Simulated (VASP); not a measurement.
# GaAs (I-4m2) in VASP: single point with HSE06

Aim: the single point of GaAs with HSE06.

Program: VASP 6.6.1. These are calculated values, not measurements. Logs are shortened: lines on timing, memory, paths and dates and some standing lists are left out, and cuts for length are marked.

### Step 1. The cell of the first run

It takes space group I-4m2 (No. 119, tetragonal). The conventional cell has a = 3.868 Å, b = 3.868 Å, c = 5.830 Å, α = 90.00°, β = 90.00°, γ = 90.00°. Within 3.2 Å of Ga (site symmetry -4m2) lie 4 As at 2.42 Å. As (site symmetry -4m2) has 4 Ga at 2.42 Å within 3.2 Å.

### Step 2. Single point, HSE06 (epitaxial xy strain -3.5%)

POSCAR reads:

```
GaAs
1.0
    0.0000000000      2.7350603505      2.9151945716
    2.7350603505      0.0000000000      2.9151945716
    2.7350603505      2.7350603505      0.0000000000
Ga As
1 1
Direct
    0.0000000000      0.0000000000      0.0000000000
    0.2500000000      0.2500000000      0.2500000000
```

INCAR.step1 reads:

```
SYSTEM = GaAs
PREC = Accurate
ENCUT = 520
EDIFF = 1E-5
ISMEAR = 0
SIGMA = 0.01
LREAL = .False.
LASPH = .True.
NELM = 100
ALGO = Normal
ISIF = 2
LWAVE = .True.
LCHARG = .False.
GGA = PE
NBANDS = 16
```

INCAR.step2 reads:

```
SYSTEM = GaAs
PREC = Accurate
ENCUT = 520
EDIFF = 1E-6
ISMEAR = 0
SIGMA = 0.01
LREAL = .False.
LASPH = .True.
NELM = 100
ALGO = Normal
ISIF = 2
LWAVE = .False.
LCHARG = .False.
GGA = PE
LHFCALC = .True.
HFSCREEN = 0.2079
PRECFOCK = Normal
ISTART = 1
NBANDS = 16
```

KPOINTS reads:

```
regular mesh
0
Gamma
  6 6 6
  0 0 0
```

Potentials or basis: VASP PAW PBE potentials, release 64 (Ga_d, As).

On the command line:

```
> cat potpaw_PBE.64/Ga_d/POTCAR potpaw_PBE.64/As/POTCAR > POTCAR
> cp INCAR.step1 INCAR
> mpirun -np 1 vasp_std > vasp.out
> cp INCAR.step2 INCAR
> mpirun -np 1 vasp_std > vasp.out
```

OUTCAR:

```text
SYSTEM = GaAs
   PREC = Accurate
   ENCUT = 520
   EDIFF = 1E-6
   ISMEAR = 0
   LREAL = .False.
   LASPH = .True.
   NELM = 100
   ISIF = 2
   GGA = PE
   LHFCALC = .True.
   HFSCREEN = 0.2079
   PRECFOCK = Normal
   ISTART = 1

 ion  position               nearest neighbor table
   1  0.000  0.000  0.000-   2 2.42   2 2.42   2 2.42   2 2.42
   2  0.250  0.250  0.250-   1 2.42   1 2.42   1 2.42   1 2.42

  LATTYP: Found a body centered tetragonal cell.
 ALAT       =     3.8679594416
 C/A-ratio  =     1.5073552945

  Lattice vectors:

 A1 = (  -2.7350603505,   0.0000000000,   2.9151945716)
 A2 = (   2.7350603505,   0.0000000000,   2.9151945716)
 A3 = (   0.0000000000,   2.7350603505,  -2.9151945716)

Analysis of symmetry for initial positions (statically):
=====================================================================
 Subroutine PRICEL returns:
 Original cell was already a primitive cell.

 Routine SETGRP: Setting up the symmetry group for a
 body centered tetragonal supercell.

 Subroutine GETGRP returns: Found  8 space group operations
 (whereof  8 operations were pure point group operations)
 out of a pool of 16 trial point group operations.

The static configuration has the point symmetry D_2d.

Analysis of symmetry for dynamics (positions and initial velocities):
=====================================================================
 Subroutine PRICEL returns:
 Original cell was already a primitive cell.

 Routine SETGRP: Setting up the symmetry group for a
 body centered tetragonal supercell.

 Subroutine GETGRP returns: Found  8 space group operations
 (whereof  8 operations were pure point group operations)
 out of a pool of 16 trial point group operations.

The dynamic configuration has the point symmetry D_2d.

 Subroutine INISYM returns: Found  8 space group operations
 (whereof  8 operations are pure point group operations),
 and found     1 'primitive' translations

----------------------------------------------------------------------------------------

                                     Primitive cell

  volume of cell :      43.6145

  direct lattice vectors                    reciprocal lattice vectors
     0.000000000  2.735060350  2.915194572    -0.182811323  0.182811323  0.171515138
     2.735060350  0.000000000  2.915194572     0.182811323 -0.182811323  0.171515138
     2.735060350  2.735060350  0.000000000     0.182811323  0.182811323 -0.171515138

  length of vectors
     3.997363445  3.997363445  3.867959442     0.310253770  0.310253770  0.310253770
[... 85 lines left out ...]
   IBRION =     -1    ionic relax: 0-MD 1-quasi-New 2-CG
   NFREE  =      0    steps in history (QN), initial steepest desc. (CG)
   ISIF   =      2    stress and relaxation
   ISYM   =      3    0-nonsym 1-usesym 2-fastsym
   POTIM  = 0.5000    time-step for ionic-motion
   TEBEG  =    0.0;   TEEND  =   0.0 temperature during run
   PSTRESS=    0.0 pullay stress
   NELECT =      18.0000    total number of electrons
   NUPDOWN=      -1.0000    fix difference up-down
   EMIN   =  10.00;   EMAX   =-10.00  energy-range for DOS
   EFERMI =   0.00;   METHOD = LEGACY
   ISMEAR =     0;   SIGMA  =   0.01  broadening in eV -4-tet -1-fermi 0-gaus
   EFERMI_NEDOS =   21; number of points for ismear=-14 and -15
   IALGO  =     38    algorithm
   IMIX   =      1    mixing-type and parameters
     AMIX     =   0.40;   BMIX     =  1.00
     AMIX_MAG =   1.60;   BMIX_MAG =  1.00
  volume/ion in A,a.u.               =      21.81       147.16
  Fermi-wavevector in a.u.,A,eV,Ry     =   1.218864  2.303319 20.213212  1.485629
  Thomas-Fermi vector in A             =   2.354136
   LORBIT       =      0    0 simple, 1 ext, 2 COOP (PROOUT), +10 PAW based schemes
   GGA     = PE    functional components
   LHFCALC =     T    Hartree Fock is set to
   PRECFOCK=normal    Normal, Fast or Accurate (Low or Medium for compatibility)
   ENCUT4O =  -1.0   cutoff for four orbital integrals eV
   NKREDX  =     1    reduce k-point grid by
   NKREDY  =     1    reduce k-point grid by
   NKREDZ  =     1    reduce k-point grid by
   AEXX    =    0.2500 exact exchange contribution
   HFSCREEN=    0.2079 screening length (either q_TF or 0.3 A-1)
   HFSCREENC=   0.2079 screening length for correlation (either q_TF or 0.3 A-1)
   ENCUTFOCK=  -1.0 apply spherical cutoff to Coloumb kernel
   IVDW    =     0    specifies the selected vdW correction
   LEPSILON=     F    determine dielectric tensor
   LRPA    =     F    only Hartree local field effects (RPA)
 non-spin polarized calculation
 Gauss-broadening in eV      SIGMA  =   0.01
  energy-cutoff  :      520.00
  volume of cell :       43.61
 maximum number of plane-waves:      1187
 NGX is ok and might be reduce to    30
  NGX = 24; NGY = 24; NGZ = 24

 number of electron      18.0000012 magnetization

 Free energy of the ion-electron system (eV)
  ---------------------------------------------------
  ext. energy  EPLUGINS =         0.00000000
  ---------------------------------------------------
  free energy    TOTEN  =        -9.79548301 eV

  energy without entropy =       -9.79548301  energy(sigma->0) =       -9.79548301

 E-fermi :   4.0445     XC(G=0):  -8.0946

 val. band max:        3.9872158445   @ k =   0.0000   0.0000   0.0000
 cond. band min:       5.5241586131   @ k =   0.0000   0.0000   0.0000
 fundamental gap:      1.5369427686
 Fermi energy:         4.0445183233

 k-point     1 :       0.0000    0.0000    0.0000
  band No.  band energies     occupation
      1     -13.5936      2.00000
      2     -13.5769      2.00000
      3     -13.5769      2.00000
      4     -13.5001      2.00000
      5     -13.4889      2.00000
      6     -10.3863      2.00000
[... 433 lines left out ...]
      3     -13.5406      2.00000
      4     -13.5195      2.00000
      5     -13.4787      2.00000
      6      -7.7199      2.00000
[... 8 lines left out ...]
     15      17.3460      0.00000
     16      18.4467      0.00000

 [... further k-points ...]
[... 5 lines left out ...]
  --------------------------------------------------------------------------------------
  -------------------------------------------------------------------------------------
  Total        1.4937826      1.4937826      0.1495864      0.0000000      0.0000000      0.0000000
  in kB       54.8739971     54.8739971      5.4950455      0.0000000      0.0000000      0.0000000
  external PRESSURE =      38.4143466 kB  Pullay stress =       0.0000000 kB

 VOLUME and BASIS-vectors are now :
 -----------------------------------------------------------------------------
  energy-cutoff  :      520.00
  volume of cell :       43.61
      direct lattice vectors                 reciprocal lattice vectors
     0.000000000  2.735060350  2.915194572    -0.182811323  0.182811323  0.171515138
     2.735060350  0.000000000  2.915194572     0.182811323 -0.182811323  0.171515138
     2.735060350  2.735060350  0.000000000     0.182811323  0.182811323 -0.171515138

 POSITION                                       TOTAL-FORCE (eV/Angst)
 -----------------------------------------------------------------------------------
      0.00000      0.00000      0.00000         0.000000      0.000000      0.000000
      1.36753      1.36753      1.45760        -0.000000     -0.000000     -0.000000
 -----------------------------------------------------------------------------------
    total drift:                                0.000000      0.000001     -0.000005

  FREE ENERGIE OF THE ION-ELECTRON SYSTEM (eV)
  ---------------------------------------------------
  free  energy   TOTEN  =        -9.7954830088 eV

  energy  without entropy=       -9.7954830088  energy(sigma->0) =       -9.79548301
```

OUTCAR.step1:

```text
SYSTEM = GaAs
   PREC = Accurate
   ENCUT = 520
   EDIFF = 1E-5
   ISMEAR = 0
   LREAL = .False.
   LASPH = .True.
[... 679 lines left out ...]
      0.00000      0.00000      0.00000        -0.000000      0.000000     -0.000000
      1.36753      1.36753      1.45760         0.000000     -0.000000      0.000000
 -----------------------------------------------------------------------------------
    total drift:                                0.000001      0.000001      0.000001

  FREE ENERGIE OF THE ION-ELECTRON SYSTEM (eV)
  ---------------------------------------------------
  free  energy   TOTEN  =        -8.1553389362 eV

  energy  without entropy=       -8.1553389362  energy(sigma->0) =       -8.15533894
```

OSZICAR.step1:

```text
N       E                     dE             d eps       ncg     rms          rms(c)
DAV:   1     0.866302997178E+02    0.86630E+02   -0.90348E+03   992   0.156E+03
DAV:   2    -0.137623558347E+01   -0.88007E+02   -0.83687E+02  1072   0.317E+02
DAV:   3    -0.822702876703E+01   -0.68508E+01   -0.68309E+01  1176   0.682E+01
DAV:   4    -0.832747926351E+01   -0.10045E+00   -0.10043E+00  1152   0.921E+00
DAV:   5    -0.832886889326E+01   -0.13896E-02   -0.13896E-02  1272   0.978E-01    0.302E+00
DAV:   6    -0.817679809858E+01    0.15207E+00   -0.21808E-01  1464   0.832E+00    0.183E+00
DAV:   7    -0.815398743046E+01    0.22811E-01   -0.70795E-02  1208   0.198E+00    0.571E-01
DAV:   8    -0.815481906111E+01   -0.83163E-03   -0.10995E-02  1224   0.119E+00    0.125E-01
DAV:   9    -0.815522492470E+01   -0.40586E-03   -0.97987E-04  1200   0.353E-01    0.487E-02
DAV:  10    -0.815529041608E+01   -0.65491E-04   -0.76420E-05  1352   0.994E-02    0.266E-02
DAV:  11    -0.815533870963E+01   -0.48294E-04   -0.66565E-05  1096   0.637E-02    0.280E-03
DAV:  12    -0.815533893620E+01   -0.22657E-06   -0.11547E-06   952   0.165E-02
   1 F= -.81553389E+01 E0= -.81553389E+01  d E =-.202303E-13
```

Run time: 2.2 h. Hardware: 1 thread of Oxide Virtual Turin-like, shared host; peak memory 0.28 GiB.

Results:

* Free energy: -9.7955 eV
* Pressure: 3.8 GPa
* Band gap on the k mesh: 1.54 eV

Levels at points of the mesh, in eV from the valence-band top:
```tsv
k point	band 5	band 6	band 7	band 8	band 9	band 10	band 11	band 12	band 13	band 14
(0.00, 0.00, 0.00)	-17.48	-14.37	-0.44	0.00	0.00	1.54	4.38	4.38	4.55	8.56
(0.50, 0.00, 0.00)	-17.47	-12.34	-7.55	-1.73	-1.12	1.65	5.18	5.60	8.59	11.60
(0.50, 0.50, 0.00)	-17.48	-11.66	-7.98	-2.85	-2.85	2.17	2.60	11.66	11.66	12.08
(0.50, 0.00, 0.50)	-17.46	-11.38	-7.55	-3.35	-3.29	1.72	1.96	11.19	11.59	12.43
```

Caveat: the cell differs from its parent crystal (epitaxial xy strain -3.5%); the cell stands under pressure; the PAW data sets were made with another functional, which shifts forces and pressure a little. A k mesh can miss the band edges.
